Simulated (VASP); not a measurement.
# AlN (I4/mmm) in VASP: notebook, part 2 of 2

VASP 6.6.1.

**3. Single point, r2SCAN**

This run uses another cell than the first one, of the same volume but with other edges.

POSCAR reads:

```
AlN
1.0
    0.0000000000      1.9708972105      2.1679869315
    1.9708972105      0.0000000000      2.1679869315
    1.9708972105      1.9708972105      0.0000000000
Al N
1 1
Direct
    0.5000000000      0.5000000000      0.5000000000
    0.0000000000      0.0000000000      0.0000000000
```

INCAR.step1 reads:

```
SYSTEM = AlN
PREC = Accurate
ENCUT = 520
ISMEAR = 0
SIGMA = 0.05
LREAL = .False.
LASPH = .True.
NELM = 80
NBANDS = 11
GGA = PE
ALGO = Normal
EDIFF = 1E-4
LWAVE = .True.
LCHARG = .False.
```

INCAR.step2 reads:

```
SYSTEM = AlN
PREC = Accurate
ENCUT = 520
EDIFF = 1E-7
ISMEAR = 0
SIGMA = 0.05
LREAL = .False.
LASPH = .True.
NELM = 80
ALGO = Normal
ISIF = 2
LWAVE = .False.
LCHARG = .False.
METAGGA = R2SCAN
LMIXTAU = .True.
NBANDS = 11
ISTART = 1
```

KPOINTS reads:

```
Automatic mesh
0
Gamma
  10 10 10
  0 0 0
```

Potentials or basis: VASP PAW PBE potentials, release 64 (Al, N).

On the command line:

```
$ cat potpaw_PBE.64/Al/POTCAR potpaw_PBE.64/N/POTCAR > POTCAR
$ cp INCAR.step1 INCAR
$ mpirun -np 1 vasp_std > vasp.out
$ cp INCAR.step2 INCAR
$ mpirun -np 1 vasp_std > vasp.out
```

OUTCAR:

```text
SYSTEM = AlN
   PREC = Accurate
   ENCUT = 520
   EDIFF = 1E-7
   ISMEAR = 0
   LREAL = .False.
   LASPH = .True.
   NELM = 80
   ISIF = 2
   METAGGA = R2SCAN
   ISTART = 1

 ion  position               nearest neighbor table
   1  0.500  0.500  0.500-   2 1.97   2 1.97   2 1.97   2 1.97   2 2.17   2 2.17
   2  0.000  0.000  0.000-   1 1.97   1 1.97   1 1.97   1 1.97   1 2.17   1 2.17

  LATTYP: Found a body centered tetragonal cell.
 ALAT       =     2.7872695651
 C/A-ratio  =     1.5556349186

  Lattice vectors:

 A1 = (  -1.9708972105,   0.0000000000,   2.1679869315)
 A2 = (   1.9708972105,   0.0000000000,   2.1679869315)
 A3 = (   0.0000000000,   1.9708972105,  -2.1679869315)

Analysis of symmetry for initial positions (statically):
=====================================================================
 Subroutine PRICEL returns:
 Original cell was already a primitive cell.

 Routine SETGRP: Setting up the symmetry group for a
 body centered tetragonal supercell.

 Subroutine GETGRP returns: Found 16 space group operations
 (whereof 16 operations were pure point group operations)
 out of a pool of 16 trial point group operations.

The static configuration has the point symmetry D_4h.

Analysis of symmetry for dynamics (positions and initial velocities):
=====================================================================
 Subroutine PRICEL returns:
 Original cell was already a primitive cell.

 Routine SETGRP: Setting up the symmetry group for a
 body centered tetragonal supercell.

 Subroutine GETGRP returns: Found 16 space group operations
 (whereof 16 operations were pure point group operations)
 out of a pool of 16 trial point group operations.

The dynamic configuration has the point symmetry D_4h.

 Subroutine INISYM returns: Found 16 space group operations
 (whereof 16 operations are pure point group operations),
 and found     1 'primitive' translations

----------------------------------------------------------------------------------------

                                     Primitive cell

  volume of cell :      16.8428

  direct lattice vectors                    reciprocal lattice vectors
     0.000000000  1.970897210  2.167986932    -0.253691566  0.253691566  0.230628696
     1.970897210  0.000000000  2.167986932     0.253691566 -0.253691566  0.230628696
     1.970897210  1.970897210  0.000000000     0.253691566  0.253691566 -0.230628696

  length of vectors
     2.929949342  2.929949342  2.787269565     0.426507230  0.426507230  0.426507230

  position of ions in fractional coordinates (direct lattice)
     0.500000000  0.500000000  0.500000000
     0.000000000  0.000000000  0.000000000

  ion indices of the primitive-cell ions
   primitive index   ion index
                 1           1
                 2           2

----------------------------------------------------------------------------------------

 KPOINTS: Automatic mesh

Automatic generation of k-mesh.
 Grid dimensions read from file:
 generate k-points for:   10   10   10

 Generating k-lattice:
[... 22 lines left out ...]
  0.300000  0.000000  0.000000      8.000000
  0.400000  0.000000  0.000000      8.000000
  0.500000  0.000000  0.000000      4.000000
[... 16 lines left out ...]
  0.300000  0.300000  0.000000      2.000000
  0.400000  0.300000  0.000000      8.000000
 [... further k-points ...]
   k-points           NKPTS =    102   k-points in BZ     NKDIM =    102   number of bands    NBANDS=     11
   number of dos      NEDOS =    301   number of ions     NIONS =      2
   total plane-waves  NPLWV =  13824
   dimension x,y,z NGX =    24 NGY =   24 NGZ =   24
   dimension x,y,z NGXF=    48 NGYF=   48 NGZF=   48
   ions per type =               1   1
   NGX,Y,Z   is equivalent  to a cutoff of  13.62, 13.62, 14.31 a.u.
   NGXF,Y,Z  is equivalent  to a cutoff of  27.24, 27.24, 28.63 a.u.
 SYSTEM =  AlN
   PREC   = accura    normal or accurate (medium, high low for compatibility)
   ISTART =      1    job   : 0-new  1-cont  2-samecut
   ICHARG =      0    charge: 1-file 2-atom 10-const
   ISPIN  =      1    spin polarized calculation?
   LNONCOLLINEAR =      F non collinear calculations
   LSORBIT =      F    spin-orbit coupling
   LASPH  =      T    aspherical Exc in radial PAW
   ENCUT  =  520.0 eV  38.22 Ry    6.18 a.u.   5.45  5.45  5.18*2*pi/ulx,y,z
   NELM   =     80;   NELMIN=  2; NELMDL=  0     # of ELM steps
   EDIFF  = 0.1E-06   stopping-criterion for ELM
   LREAL  =      F    real-space projection
   EDIFFG = 0.1E-05   stopping-criterion for IOM
   NSW    =      0    number of steps for IOM
   IBRION =     -1    ionic relax: 0-MD 1-quasi-New 2-CG
   NFREE  =      0    steps in history (QN), initial steepest desc. (CG)
   ISIF   =      2    stress and relaxation
   ISYM   =      2    0-nonsym 1-usesym 2-fastsym
   POTIM  = 0.5000    time-step for ionic-motion
   TEBEG  =    0.0;   TEEND  =   0.0 temperature during run
   PSTRESS=    0.0 pullay stress
   NELECT =       8.0000    total number of electrons
   NUPDOWN=      -1.0000    fix difference up-down
   EMIN   =  10.00;   EMAX   =-10.00  energy-range for DOS
   EFERMI =   0.00;   METHOD = LEGACY
   ISMEAR =     0;   SIGMA  =   0.05  broadening in eV -4-tet -1-fermi 0-gaus
   EFERMI_NEDOS =   21; number of points for ismear=-14 and -15
   IALGO  =     38    algorithm
   IMIX   =      4    mixing-type and parameters
     AMIX     =   0.40;   BMIX     =  1.00
     AMIX_MAG =   1.60;   BMIX_MAG =  1.00
  volume/ion in A,a.u.               =       8.42        56.83
  Fermi-wavevector in a.u.,A,eV,Ry     =   1.277321  2.413786 22.198561  1.631548
  Thomas-Fermi vector in A             =   2.409927
   LORBIT       =      0    0 simple, 1 ext, 2 COOP (PROOUT), +10 PAW based schemes
   METAGGA = R2SCAN    functional components
   LHFCALC =     F    Hartree Fock is set to
   AEXX    =    0.0000 exact exchange contribution
   IVDW    =     0    specifies the selected vdW correction
   LEPSILON=     F    determine dielectric tensor
   LRPA    =     F    only Hartree local field effects (RPA)
 non-spin polarized calculation
 Gauss-broadening in eV      SIGMA  =   0.05
  energy-cutoff  :      520.00
  volume of cell :       16.84
 maximum number of plane-waves:       467
 NGX is ok and might be reduce to    24

 number of electron       8.0000000 magnetization

 Free energy of the ion-electron system (eV)
  ---------------------------------------------------
  ext. energy  EPLUGINS =         0.00000000
  ---------------------------------------------------
  free energy    TOTEN  =       -18.81541466 eV

  energy without entropy =      -18.81541466  energy(sigma->0) =      -18.81541466

 E-fermi :  10.1833     XC(G=0): -12.7692

 val. band max:        9.8647606044   @ k =   0.0000   0.0000   0.0000
 cond. band min:      14.6167608978   @ k =   0.5000   0.0000   0.5000
 fundamental gap:      4.7520002934
 Fermi energy:        10.1833066025

 k-point     1 :       0.0000    0.0000    0.0000
  band No.  band energies     occupation
      1      -8.7336      2.00000
      2       9.2907      2.00000
      3       9.2907      2.00000
      4       9.8648      2.00000
      5      15.5697      0.00000
      6      21.5785      0.00000
      7      22.9228      0.00000
      8      22.9228      0.00000
      9      26.6544      0.00000
     10      26.9846      0.00000
     11      28.2272      0.00000
[... 309 lines left out ...]
 k-point    24 :       0.4000    0.3000    0.0000
  band No.  band energies     occupation
      1      -6.1473      2.00000
      2       3.4872      2.00000
      3       6.8721      2.00000
      4       7.5539      2.00000
      5      16.8681      0.00000
      6      17.7052      0.00000
      7      21.9876      0.00000
      8      26.8977      0.00000
      9      27.5069      0.00000
     10      32.7090      0.00000
     11      35.0912      0.00000

 [... further k-points ...]

------------------------ aborting loop because EDIFF is reached ----------------------------------------

  FORCE on cell =-STRESS in cart. coord.  units (eV):
  Direction    XX          YY          ZZ          XY          YZ          ZX
  --------------------------------------------------------------------------------------
  -------------------------------------------------------------------------------------
  Total        0.4505175      0.4505175     -1.7558713      0.0000000      0.0000000     -0.0000000
  in kB       42.8556054     42.8556054   -167.0277648      0.0000000      0.0000000     -0.0000000
  external PRESSURE =     -27.1055180 kB  Pullay stress =       0.0000000 kB

 VOLUME and BASIS-vectors are now :
 -----------------------------------------------------------------------------
  energy-cutoff  :      520.00
  volume of cell :       16.84
      direct lattice vectors                 reciprocal lattice vectors
     0.000000000  1.970897210  2.167986932    -0.253691566  0.253691566  0.230628696
     1.970897210  0.000000000  2.167986932     0.253691566 -0.253691566  0.230628696
     1.970897210  1.970897210  0.000000000     0.253691566  0.253691566 -0.230628696

 POSITION                                       TOTAL-FORCE (eV/Angst)
 -----------------------------------------------------------------------------------
      1.97090      1.97090      2.16799         0.000000     -0.000000      0.000000
      0.00000      0.00000      0.00000         0.000000      0.000000     -0.000000
 -----------------------------------------------------------------------------------
    total drift:                                0.000000     -0.000000     -0.000000

  FREE ENERGIE OF THE ION-ELECTRON SYSTEM (eV)
  ---------------------------------------------------
  free  energy   TOTEN  =       -18.8154146629 eV

  energy  without entropy=      -18.8154146629  energy(sigma->0) =      -18.81541466
```

OSZICAR.step1:

```text
N       E                     dE             d eps       ncg     rms          rms(c)
DAV:   1     0.624823515504E+01    0.62482E+01   -0.39240E+03  2268   0.664E+02
DAV:   2    -0.156625298422E+02   -0.21911E+02   -0.21100E+02  2766   0.124E+02
DAV:   3    -0.162731870026E+02   -0.61066E+00   -0.60962E+00  2734   0.186E+01
DAV:   4    -0.162750651938E+02   -0.18782E-02   -0.18781E-02  2520   0.113E+00
DAV:   5    -0.162750794461E+02   -0.14252E-04   -0.14252E-04  2687   0.999E-02    0.768E+00
DAV:   6    -0.144938268496E+02    0.17813E+01   -0.77648E+00  2502   0.147E+01    0.268E+00
DAV:   7    -0.144783590364E+02    0.15468E-01   -0.18819E-01  2469   0.321E+00    0.180E+00
DAV:   8    -0.144714060732E+02    0.69530E-02   -0.17985E-02  2376   0.117E+00    0.357E-01
DAV:   9    -0.144709346387E+02    0.47143E-03   -0.18965E-03  2580   0.265E-01    0.151E-01
DAV:  10    -0.144709896747E+02   -0.55036E-04   -0.15878E-04  1638   0.922E-02
   1 F= -.14470990E+02 E0= -.14470990E+02  d E =-.125213E-15
```

It took 76 s on 1 thread of Intel Xeon 8259CL, shared host; peak memory 0.15 GiB.

What came out:

- Free energy: -18.8154 eV
- Pressure: -2.7 GPa
- Band gap on the k mesh: 4.75 eV (least direct gap 5.70 eV)

Stress tensor (GPa, compression positive):
```
  4.29   0.00   0.00
  0.00   4.29   0.00
  0.00   0.00 -16.70
```

Caveat: the PAW data sets were made with another functional, which shifts forces and pressure a little. A k mesh can miss the band edges.

**4. Single point, r2SCAN**

This run uses another cell than the first one, of the same volume but with other edges.

POSCAR reads:

```
AlN
1.0
    0.0000000000      2.3486794667      1.5266416534
    2.3486794667      0.0000000000      1.5266416534
    2.3486794667      2.3486794667      0.0000000000
Al N
1 1
Direct
    0.5000000000      0.5000000000      0.5000000000
    0.0000000000      0.0000000000      0.0000000000
```

INCAR.step1 reads:

```
SYSTEM = AlN
ALGO     = Normal         ! electronic algorithm
EDIFF    = 1E-4           ! SCF threshold, eV
ENCUT    = 520            ! plane-wave cutoff, eV
GGA      = PE             ! functional
ISMEAR   = 0              ! smearing method
LASPH    = .TRUE.         ! aspherical terms in the spheres
LCHARG   = .FALSE.        ! write CHGCAR
LREAL    = .FALSE.        ! projectors in reciprocal space
LWAVE    = .TRUE.         ! write WAVECAR
NBANDS   = 11             ! bands
NELM     = 60             ! most SCF steps
PREC     = Accurate       ! precision mode
SIGMA    = 0.05           ! smearing width, eV
```

INCAR.step2 reads:

```
SYSTEM = AlN
ALGO     = Normal         ! electronic algorithm
EDIFF    = 1E-7           ! SCF threshold, eV
ENCUT    = 520            ! plane-wave cutoff, eV
ISIF     = 2              ! what is computed and relaxed
ISMEAR   = 0              ! smearing method
ISTART   = 1            
LASPH    = .TRUE.         ! aspherical terms in the spheres
LCHARG   = .TRUE.         ! write CHGCAR
LELF     = .TRUE.         ! ELF
LMIXTAU  = .TRUE.       
LREAL    = .FALSE.        ! projectors in reciprocal space
LVHAR    = .TRUE.       
LWAVE    = .FALSE.        ! write WAVECAR
METAGGA  = R2SCAN         ! meta-GGA
NBANDS   = 11             ! bands
NELM     = 60             ! most SCF steps
PREC     = Accurate       ! precision mode
SIGMA    = 0.05           ! smearing width, eV
```

KPOINTS reads:

```
k-points
0
G
  10 10 10
  0 0 0
```

On the command line:

```
$ cat potpaw_PBE.64/Al/POTCAR potpaw_PBE.64/N/POTCAR > POTCAR
$ cp INCAR.step1 INCAR
$ mpirun -np 1 vasp_std > vasp.out
$ cp INCAR.step2 INCAR
$ mpirun -np 1 vasp_std > vasp.out
```

Wall time 1.8 min (1 thread of Intel Xeon 8259CL, shared host); peak memory 0.16 GiB.

Results (log left out):

- Free energy: -15.2573 eV
- Pressure: 115.0 GPa
- Band gap on the k mesh: 3.53 eV (least direct gap 3.92 eV)

Stress tensor (GPa, compression positive):
```
 -1.81   0.00   0.00
  0.00  -1.81   0.00
  0.00   0.00 348.70
```

Levels at points of the mesh, in eV from the valence-band top:
| k point | band 2 | band 3 | band 4 | band 5 | band 6 | band 7 |
| --- | --- | --- | --- | --- | --- | --- |
| (0.00, 0.00, 0.00) | -2.24 | -0.02 | -0.02 | 3.90 | 11.89 | 13.37 |
| (0.50, 0.00, 0.00) | -8.30 | -2.65 | -2.08 | 4.94 | 8.20 | 11.91 |
| (0.50, 0.50, 0.00) | -5.46 | -5.31 | -5.31 | 3.53 | 7.50 | 16.48 |
| (0.50, 0.00, 0.50) | -8.30 | -3.64 | 0.00 | 7.07 | 9.51 | 12.59 |

Caveat: the cell stands under pressure; the PAW data sets were made with another functional, which shifts forces and pressure a little.

**5. Single point, r2SCAN**

This run uses another cell than the first one, of the same volume but with other edges.

POSCAR reads:

```
AlN
1.0
    0.0000000000      1.7773151800      2.6659727699
    1.7773151800      0.0000000000      2.6659727699
    1.7773151800      1.7773151800      0.0000000000
Al N
1 1
Direct
    0.5000000000      0.5000000000      0.5000000000
    0.0000000000      0.0000000000      0.0000000000
```

INCAR.step1 reads:

```
PREC = Accurate
ENCUT = 520
ISMEAR = 0
SIGMA = 0.05
LREAL = False
LASPH = True
NELM = 60
NBANDS = 11
GGA = PE
ALGO = Normal
EDIFF = 1E-4
LWAVE = True
LCHARG = False
```

INCAR.step2 reads:

```
PREC = Accurate
ENCUT = 520
EDIFF = 1E-6
ISMEAR = 0
SIGMA = 0.05
LREAL = False
LASPH = True
NELM = 60
ALGO = Normal
ISIF = 2
LWAVE = False
LCHARG = False
METAGGA = R2SCAN
LMIXTAU = True
NBANDS = 11
ISTART = 1
```

KPOINTS reads:

```
Automatic mesh
0
Gamma
  10 10 10
```

On the command line:

```
$ cat potpaw_PBE.64/Al/POTCAR potpaw_PBE.64/N/POTCAR > POTCAR
$ cp INCAR.step1 INCAR
$ mpirun -np 1 vasp_std > vasp.out
$ cp INCAR.step2 INCAR
$ mpirun -np 1 vasp_std > vasp.out
```

It took 63 s on 1 thread of Intel Xeon 8259CL, shared host; peak memory 0.14 GiB.

The run converged. Its results:

```
Free energy            : -17.5473 eV
Pressure               : 61.6 GPa
Band gap on the k mesh : 4.06 eV (least direct gap 4.08 eV)
```

Stress tensor (GPa, compression positive):
```
 97.55   0.00   0.00
  0.00  97.55   0.00
  0.00   0.00 -10.35
```

Levels at points of the mesh, in eV from the valence-band top:
```
           k point  band 1  band 2  band 3  band 4  band 5  band 6  band 7  band 8  band 9
(0.00, 0.00, 0.00)  -18.20   -0.75   -0.02   -0.02    4.06   11.25   15.18   17.17   17.17
(0.50, 0.00, 0.00)  -14.97   -8.11   -2.07   -0.10    4.89   12.29   14.32   18.25   20.00
(0.50, 0.50, 0.00)  -16.62   -7.52   -0.63   -0.63    9.21   10.81   12.17   23.16   23.16
(0.50, 0.00, 0.50)  -13.11   -6.63   -5.37   -0.53    6.51    6.84   13.03   15.92   17.48
```

Caveat: the cell stands under pressure; the PAW data sets were made with another functional, which shifts forces and pressure a little. A k mesh can miss the band edges.

**6. Overview**

| cell | gap on the mesh (eV) | pressure (GPa) |
| --- | --- | --- |
| a = 2.842, b = 2.842, c = 2.958 Å, angles 58.6, 58.6, 62.7°, 2 atoms | 4.75 | -3.4 |
| a = 2.930, b = 2.930, c = 2.787 Å, angles 61.6, 61.6, 56.8°, 2 atoms | 4.75 | -2.7 |
| a = 2.801, b = 2.801, c = 3.322 Å, angles 53.6, 53.6, 72.7°, 2 atoms | 3.53 | 115.0 |
| a = 3.204, b = 3.204, c = 2.514 Å, angles 66.9, 66.9, 46.2°, 2 atoms | 4.06 | 61.6 |

Alike in all rows: task single point; level r2SCAN; potentials or basis VASP PAW PBE potentials, release 64 (Al, N); no spin polarisation; k mesh 10 × 10 × 10; cutoff (eV) 520; smearing gaussian 0.05 eV.

Caveats: the PAW data sets were made with another functional, which shifts forces and pressure a little; the cell stands under pressure (at least some runs); the cell stands under tension (at least some runs).

Absolute energies hang on the potentials; compare differences alone.
